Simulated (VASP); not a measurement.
# Ge (Pm-3m) in VASP: further runs

Ge is run at these levels: PBEsol; tasks: relaxation of cell and atoms.

Program: VASP 6.6.1. These are calculated values, not measurements. Logs are shortened: lines on timing, memory, paths and dates and some standing lists are left out, and cuts for length are marked.

## (1) The cell of the first run

The structure is cubic, space group Pm-3m (No. 221). The conventional cell has a = 2.668 Å, b = 2.668 Å, c = 2.668 Å, α = 90.00°, β = 90.00°, γ = 90.00°. Ge (site symmetry m-3m) has 6 Ge at 2.67 Å within 3.5 Å.

This isn't the form of Ge at room conditions, which is diamond.

## (2) Relaxation of cell and atoms, PBEsol

INCAR reads:

```
SYSTEM = Ge
ALGO = Normal ; EDIFF = 1E-6
EDIFFG = -0.03 ; ENCUT = 600
GGA = PS ; IBRION = 2
ISIF = 3 ; ISMEAR = 1
LASPH = .True. ; LCHARG = .False.
LREAL = .False. ; LWAVE = .False.
NELM = 60 ; NSW = 80
PREC = Accurate ; SIGMA = 0.05
```

KPOINTS reads:

```
k-points
0
Gamma
  16 16 16
  0 0 0
```

POSCAR reads:

```
Ge
1.0
    2.6679411905      0.0000000000      0.0000000000
    0.0000000000      2.6679411905      0.0000000000
    0.0000000000      0.0000000000      2.6679411905
Ge
1
Direct
    0.0000000000      0.0000000000      0.0000000000
```

Potentials or basis: VASP PAW PBE potentials, release 64 (Ge_d).

Command:

```sh
$ cat potpaw_PBE.64/Ge_d/POTCAR > POTCAR
$ mpirun -np 1 vasp_std > vasp.out
```

OUTCAR:

```text
SYSTEM = Ge
   EDIFF = 1E-6
   EDIFFG = -0.03
   ENCUT = 600
   GGA = PS
   IBRION = 2
   ISIF = 3
   ISMEAR = 1
   LASPH = .True.
   LREAL = .False.
   NELM = 60
   NSW = 80
   PREC = Accurate

 ion  position               nearest neighbor table
   1  0.000  0.000  0.000-

  LATTYP: Found a simple cubic cell.
 ALAT       =     2.6679411905

  Lattice vectors:

 A1 = (   2.6679411905,   0.0000000000,   0.0000000000)
 A2 = (   0.0000000000,   2.6679411905,   0.0000000000)
 A3 = (   0.0000000000,   0.0000000000,   2.6679411905)

Analysis of symmetry for initial positions (statically):
=====================================================================
 Subroutine PRICEL returns:
 Original cell was already a primitive cell.

 Routine SETGRP: Setting up the symmetry group for a
 simple cubic supercell.

 Subroutine GETGRP returns: Found 48 space group operations
 (whereof 48 operations were pure point group operations)
 out of a pool of 48 trial point group operations.

The static configuration has the point symmetry O_h .

Analysis of symmetry for dynamics (positions and initial velocities):
=====================================================================
 Subroutine PRICEL returns:
 Original cell was already a primitive cell.

 Routine SETGRP: Setting up the symmetry group for a
 simple cubic supercell.

 Subroutine GETGRP returns: Found 48 space group operations
 (whereof 48 operations were pure point group operations)
 out of a pool of 48 trial point group operations.

The dynamic configuration has the point symmetry O_h .

 Subroutine INISYM returns: Found 48 space group operations
 (whereof 48 operations are pure point group operations),
 and found     1 'primitive' translations

----------------------------------------------------------------------------------------

                                     Primitive cell

  volume of cell :      18.9902

  direct lattice vectors                    reciprocal lattice vectors
     2.667941191  0.000000000  0.000000000     0.374820856  0.000000000  0.000000000
     0.000000000  2.667941191  0.000000000     0.000000000  0.374820856  0.000000000
     0.000000000  0.000000000  2.667941191     0.000000000  0.000000000  0.374820856

  length of vectors
     2.667941191  2.667941191  2.667941191     0.374820856  0.374820856  0.374820856

  position of ions in fractional coordinates (direct lattice)
     0.000000000  0.000000000  0.000000000

  ion indices of the primitive-cell ions
   primitive index   ion index
                 1           1

----------------------------------------------------------------------------------------

 KPOINTS: k-points

Automatic generation of k-mesh.
 Grid dimensions read from file:
 generate k-points for:   16   16   16

 Generating k-lattice:

  Cartesian coordinates                     Fractional coordinates (reciprocal lattice)
     0.023426303  0.000000000  0.000000000     0.062500000  0.000000000  0.000000000
     0.000000000  0.023426303  0.000000000     0.000000000  0.062500000  0.000000000
     0.000000000  0.000000000  0.023426303     0.000000000  0.000000000  0.062500000

  Length of vectors
     0.023426303  0.023426303  0.023426303

  Shift w.r.t. Gamma in fractional coordinates (k-lattice)
     0.000000000  0.000000000  0.000000000

 Subroutine IBZKPT returns following result:
 ===========================================

 Found    165 irreducible k-points:

 Following reciprocal coordinates:
            Coordinates               Weight
  0.000000  0.000000  0.000000      1.000000
  0.062500  0.000000  0.000000      6.000000
  0.125000  0.000000  0.000000      6.000000
  0.187500  0.000000  0.000000      6.000000
  0.250000  0.000000  0.000000      6.000000
  0.312500  0.000000  0.000000      6.000000
[... 16 lines left out ...]
  0.437500  0.125000  0.000000     24.000000
  0.500000  0.125000  0.000000     12.000000
 [... further k-points ...]
   k-points           NKPTS =    165   k-points in BZ     NKDIM =    165   number of bands    NBANDS=     11
   number of dos      NEDOS =    301   number of ions     NIONS =      1
   total plane-waves  NPLWV =  13824
   dimension x,y,z NGX =    24 NGY =   24 NGZ =   24
   dimension x,y,z NGXF=    48 NGYF=   48 NGZF=   48
   ions per type =               1
   NGX,Y,Z   is equivalent  to a cutoff of  14.95, 14.95, 14.95 a.u.
   NGXF,Y,Z  is equivalent  to a cutoff of  29.91, 29.91, 29.91 a.u.
 SYSTEM =  Ge
   PREC   = accura    normal or accurate (medium, high low for compatibility)
   ISTART =      0    job   : 0-new  1-cont  2-samecut
   ICHARG =      2    charge: 1-file 2-atom 10-const
   ISPIN  =      1    spin polarized calculation?
   LNONCOLLINEAR =      F non collinear calculations
   LSORBIT =      F    spin-orbit coupling
   LASPH  =      T    aspherical Exc in radial PAW
   ENCUT  =  600.0 eV  44.10 Ry    6.64 a.u.   5.33  5.33  5.33*2*pi/ulx,y,z
   NELM   =     60;   NELMIN=  2; NELMDL= -5     # of ELM steps
   EDIFF  = 0.1E-05   stopping-criterion for ELM
   LREAL  =      F    real-space projection
   EDIFFG = -.3E-01   stopping-criterion for IOM
   NSW    =     80    number of steps for IOM
   IBRION =      2    ionic relax: 0-MD 1-quasi-New 2-CG
   NFREE  =      1    steps in history (QN), initial steepest desc. (CG)
   ISIF   =      3    stress and relaxation
   ISYM   =      2    0-nonsym 1-usesym 2-fastsym
   POTIM  = 0.5000    time-step for ionic-motion
   TEBEG  =    0.0;   TEEND  =   0.0 temperature during run
   PSTRESS=    0.0 pullay stress
   NELECT =      14.0000    total number of electrons
   NUPDOWN=      -1.0000    fix difference up-down
   EMIN   =  10.00;   EMAX   =-10.00  energy-range for DOS
   EFERMI =   0.00;   METHOD = LEGACY
   ISMEAR =     1;   SIGMA  =   0.05  broadening in eV -4-tet -1-fermi 0-gaus
   EFERMI_NEDOS =   21; number of points for ismear=-14 and -15
   IALGO  =     38    algorithm
   IMIX   =      4    mixing-type and parameters
     AMIX     =   0.40;   BMIX     =  1.00
     AMIX_MAG =   1.60;   BMIX_MAG =  1.00
  volume/ion in A,a.u.               =      18.99       128.15
  Fermi-wavevector in a.u.,A,eV,Ry     =   1.478908  2.794732 29.758253  2.187170
  Thomas-Fermi vector in A             =   2.593131
   LORBIT       =      0    0 simple, 1 ext, 2 COOP (PROOUT), +10 PAW based schemes
   GGA     = PS    functional components
   LHFCALC =     F    Hartree Fock is set to
   AEXX    =    0.0000 exact exchange contribution
   IVDW    =     0    specifies the selected vdW correction
   LEPSILON=     F    determine dielectric tensor
   LRPA    =     F    only Hartree local field effects (RPA)
 conjugate gradient relaxation of ions
 non-spin polarized calculation
 Methfessel and Paxton  Order N= 1 SIGMA  =   0.05
  energy-cutoff  :      600.00
  volume of cell :       18.99
 maximum number of plane-waves:       655
 NGX is ok and might be reduce to    24
   NGX = 11   NGY = 11   NGZ = 11

 number of electron      13.9999993 magnetization

 Free energy of the ion-electron system (eV)
  ---------------------------------------------------
  ext. energy  EPLUGINS =         0.00000000
  ---------------------------------------------------
  free energy    TOTEN  =        -4.74290639 eV

  energy without entropy =       -4.74279449  energy(sigma->0) =       -4.74286909

 E-fermi :   6.3099     XC(G=0): -11.3024

 val. band max:        6.2970495995   @ k =   0.2500   0.1250   0.1250
 cond. band min:       6.3207106803   @ k =   0.3125   0.3125   0.0625
 fundamental gap:      0.0236610807
 Fermi energy:         6.3098659755

 k-point     1 :       0.0000    0.0000    0.0000
  band No.  band energies     occupation
      1     -18.3536      2.00000
      2     -18.3536      2.00000
      3     -18.0721      2.00000
      4     -18.0721      2.00000
      5     -18.0721      2.00000
      6      -6.8501      2.00000
      7      13.1081      0.00000
      8      13.1081      0.00000
      9      13.1081      0.00000
     10      16.4996      0.00000
     11      16.4996      0.00000

 k-point     2 :       0.0625    0.0000    0.0000
  band No.  band energies     occupation
      1     -18.3530      2.00000
      2     -18.3453      2.00000
      3     -18.0749      2.00000
      4     -18.0749      2.00000
      5     -18.0718      2.00000
      6      -6.7706      2.00000
      7      11.8818      0.00000
      8      13.1855      0.00000
      9      13.1855      0.00000
     10      16.5699      0.00000
     11      17.4341      0.00000

 k-point     3 :       0.1250    0.0000    0.0000
  band No.  band energies     occupation
      1     -18.3512      2.00000
      2     -18.3216      2.00000
      3     -18.0829      2.00000
      4     -18.0829      2.00000
      5     -18.0712      2.00000
      6      -6.5324      2.00000
      7       9.8097      0.00000
      8      13.4149      0.00000
      9      13.4149      0.00000
     10      16.7801      0.00000
     11      18.2794      0.00000

 k-point     4 :       0.1875    0.0000    0.0000
  band No.  band energies     occupation
      1     -18.3487      2.00000
      2     -18.2863      2.00000
      3     -18.0949      2.00000
      4     -18.0949      2.00000
      5     -18.0702      2.00000
      6      -6.1370      2.00000
      7       7.7059      0.00000
      8      13.7866      0.00000
      9      13.7866      0.00000
     10      17.1279      0.00000
     11      18.7828      0.00000
[... 239 lines left out ...]
 k-point    22 :       0.3750    0.1250    0.0000
  band No.  band energies     occupation
      1     -18.3172      2.00000
      2     -18.1548      2.00000
      3     -18.1502      2.00000
      4     -18.1337      2.00000
      5     -18.0773      2.00000
      6      -3.7868      2.00000
      7       2.5544      2.00000
      8      12.3329      0.00000
      9      15.7717      0.00000
     10      19.0632      0.00000
     11      20.3819      0.00000

 k-point    23 :       0.4375    0.1250    0.0000
  band No.  band energies     occupation
      1     -18.3154      2.00000
      2     -18.1589      2.00000
      3     -18.1416      2.00000
      4     -18.1312      2.00000
      5     -18.0766      2.00000
      6      -2.9955      2.00000
      7       1.2646      2.00000
      8      12.9238      0.00000
      9      16.2640      0.00000
     10      18.2296      0.00000
     11      21.0632      0.00000

 k-point    24 :       0.5000    0.1250    0.0000
  band No.  band energies     occupation
      1     -18.3148      2.00000
      2     -18.1618      2.00000
      3     -18.1444      2.00000
      4     -18.1229      2.00000
      5     -18.0763      2.00000
      6      -2.5896      2.00000
      7       0.6920      2.00000
      8      13.1831      0.00000
      9      16.4635      0.00000
     10      17.8554      0.00000
     11      21.5980      0.00000

 [... further k-points ...]

------------------------ aborting loop because EDIFF is reached ----------------------------------------

  FORCE on cell =-STRESS in cart. coord.  units (eV):
  Direction    XX          YY          ZZ          XY          YZ          ZX
  --------------------------------------------------------------------------------------
  -------------------------------------------------------------------------------------
  Total       -0.0063495     -0.0063495     -0.0063495      0.0000000      0.0000000      0.0000000
  in kB       -0.5356971     -0.5356971     -0.5356971      0.0000000      0.0000000      0.0000000
  external PRESSURE =      -0.5356971 kB  Pullay stress =       0.0000000 kB

 VOLUME and BASIS-vectors are now :
 -----------------------------------------------------------------------------
  energy-cutoff  :      600.00
  volume of cell :       18.99
      direct lattice vectors                 reciprocal lattice vectors
     2.667941191  0.000000000  0.000000000     0.374820856  0.000000000  0.000000000
     0.000000000  2.667941191  0.000000000     0.000000000  0.374820856  0.000000000
     0.000000000  0.000000000  2.667941191     0.000000000  0.000000000  0.374820856

 POSITION                                       TOTAL-FORCE (eV/Angst)
 -----------------------------------------------------------------------------------
      0.00000      0.00000      0.00000         0.000000      0.000000      0.000000
 -----------------------------------------------------------------------------------
    total drift:                                0.000000     -0.000000      0.000000

  FREE ENERGIE OF THE ION-ELECTRON SYSTEM (eV)
  ---------------------------------------------------
  free  energy   TOTEN  =        -4.7429063872 eV

  energy  without entropy=       -4.7427944872  energy(sigma->0) =       -4.74286909

 reached required accuracy - stopping structural energy minimisation
```

Run time: 20 s. Hardware: 1 thread of Intel Xeon 8259CL, shared host; peak memory 0.17 GiB.

What came out:

| Quantity | Value |
| --- | --- |
| Free energy | -4.7429 eV |
| Pressure after relaxing | -0.1 GPa |
| Band gap on the k mesh | zero (bands 7 and 8 overlap by 9.51 eV) |

Final structure:
```
CELL_PARAMETERS angstrom
2.66794 0.00000 0.00000
0.00000 2.66794 0.00000
0.00000 0.00000 2.66794
ATOMIC_POSITIONS crystal
Ge 0.00000 0.00000 0.00000
```

Caveat: the relaxation stopped at its first step, so nothing moved; the PAW data sets were made with another functional, which shifts forces and pressure a little.

## (3) Relaxation of cell and atoms, PBEsol

This run uses another cell than the first one, of 19.25 Å³/atom.

INCAR reads:

```
ALGO = Normal ; EDIFF = 1E-6
EDIFFG = -0.03 ; ENCUT = 600
GGA = PS ; IBRION = 2
ISIF = 3 ; ISMEAR = 1
LASPH = T ; LCHARG = F
LREAL = F ; LWAVE = F
NELM = 60 ; NSW = 80
PREC = Accurate ; SIGMA = 0.05
```

KPOINTS reads:

```
k-points
0
Gamma
  16 16 16
```

POSCAR reads:

```
Ge
1.0
    2.6800000000      0.0000000000      0.0000000000
    0.0000000000      2.6800000000      0.0000000000
    0.0000000000      0.0000000000      2.6800000000
Ge
1
Direct
    0.0000000000      0.0000000000      0.0000000000
```

Potentials or basis: VASP PAW PBE potentials, release 64 (Ge_d).

Command:

```sh
$ cat potpaw_PBE.64/Ge_d/POTCAR > POTCAR
$ mpirun -np 1 vasp_std > vasp.out
```

Run time: 42 s. Hardware: 1 thread of Intel Xeon 8259CL, shared host; peak memory 0.18 GiB.

The run converged. Its results:

- Free energy: -4.7429 eV
- Relaxed volume: 19.01 Å³/atom
- Relaxed cell: a = 2.669 Å, b = 2.669 Å, c = 2.669 Å, α = 90.00°, β = 90.00°, γ = 90.00°
- Space group after relaxing (to 0.1 Å): Pm-3m (No. 221)
- Energy gained by relaxing: 0.8 meV/atom
- Ionic steps: 3
- Pressure after relaxing: 0.0 GPa
- Band gap on the k mesh: zero (bands 7 and 8 overlap by 9.50 eV)

The path:
| step | energy change (eV) | largest force (eV/Å) | pressure (GPa) | volume (Å³) |
| --- | --- | --- | --- | --- |
| 1 | 0.0000 | 0.0000 | -1.07 | 19.25 |
| 2 | -0.0006 | 0.0000 | 0.39 | 18.89 |
| 3 | -0.0008 | 0.0000 | 0.02 | 19.01 |

Final structure:
```
Ge
1.0
     2.66875    0.00000    0.00000
     0.00000    2.66875    0.00000
     0.00000    0.00000    2.66875
Ge
1
Direct
  0.00000 0.00000 0.00000
```

Levels at points of the mesh, in eV from the Fermi level:
| k point | band 4 | band 5 | band 6 | band 7 | band 8 | band 9 | band 10 | band 11 |
| --- | --- | --- | --- | --- | --- | --- | --- | --- |
| (0.00, 0.00, 0.00) | -24.38 | -24.38 | -13.15 | 6.79 | 6.79 | 6.79 | 10.19 | 10.19 |
| (0.50, 0.00, 0.00) | -24.45 | -24.37 | -9.21 | -5.92 | 9.84 | 9.84 | 13.55 | 15.42 |
| (0.50, 0.50, 0.00) | -24.45 | -24.30 | -5.02 | -2.70 | -2.70 | 2.99 | 12.84 | 19.69 |
| (0.50, 0.50, 0.50) | -24.29 | -24.29 | -0.13 | 0.31 | 0.31 | 0.31 | 6.87 | 6.87 |

Caveat: the PAW data sets were made with another functional, which shifts forces and pressure a little.
